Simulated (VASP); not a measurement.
Ti3H: relaxation of the atoms with PBE

The system is Ti3H, a slab with vacuum.

```xyz
4
Lattice="2.9075 0.0000 0.0000 -1.4538 2.5180 0.0000 0.0000 0.0000 19.9935" Properties=species:S:1:pos:R:3 pbc="T T T"
Ti    1.4538    0.8393    4.0000
Ti    0.0000    1.6787    6.2468
Ti    0.0000    0.0000    8.4935
H    -0.7269    1.2590    9.5251
```

```json
{
  "Program": "VASP 6.6.1",
  "Task": "relaxation of the atoms",
  "Functional": "PBE",
  "Potentials or basis": "VASP PAW PBE potentials, release 64 (Ti_sv, H)",
  "Cutoff": "520 eV",
  "k mesh": "9 × 9 × 1",
  "Occupations": "gaussian, width 0.1 eV",
  "Spin": "no spin polarisation",
  "Dipole correction": "yes",
  "Atoms held fixed (from 0)": "[0, 1, 2]",
  "Further INCAR settings": "ALGO = Normal; EDIFF = 1e-07; IBRION = 2; EDIFFG = -0.025; NSW = 36",
  "Atoms held along some axes (from 0)": "atom 3 along a and b"
}
```

```yaml
Energy_gained_by_relaxing: 15.1 meV/atom
Ionic_steps: 4
Band_gap_on_the_k_mesh: zero (an odd number of electrons rules out a gap without spin polarisation)
```

Step by step:
```tsv
step	energy change (eV)	largest force on free atoms (eV/Å)	pressure (GPa)
1	0.0000	0.7616	0.80
2	-0.0247	0.5832	0.62
3	-0.0601	0.0655	0.09
4	-0.0606	0.0028	0.03
```

Final structure:
```yaml
crystal:
  lattice:
    - [2.90754, 0.00000, 0.00000]
    - [-1.45377, 2.51801, 0.00000]
    - [0.00000, 0.00000, 19.99353]
  atoms:
    - { symbol: Ti, position: [0.66667, 0.33333, 0.20006] }
    - { symbol: Ti, position: [0.33333, 0.66667, 0.31244] }
    - { symbol: Ti, position: [0.00000, 0.00000, 0.42481] }
    - { symbol: H, position: [0.00000, 0.50000, 0.48446] }
```

Levels at points of the mesh, in eV from the Fermi level:
```tsv
k point	band 15	band 16	band 17	band 18	band 19	band 20	band 21	band 22
(0.00, 0.00, 0.00)	-3.37	-1.73	-0.09	0.54	0.69	0.71	0.88	0.90
```

Wall time 3.8 min on 1 thread of Intel(R) Xeon(R) 6975P-C (Granite Rapids), with other jobs on the host, peak memory 0.32 GiB.
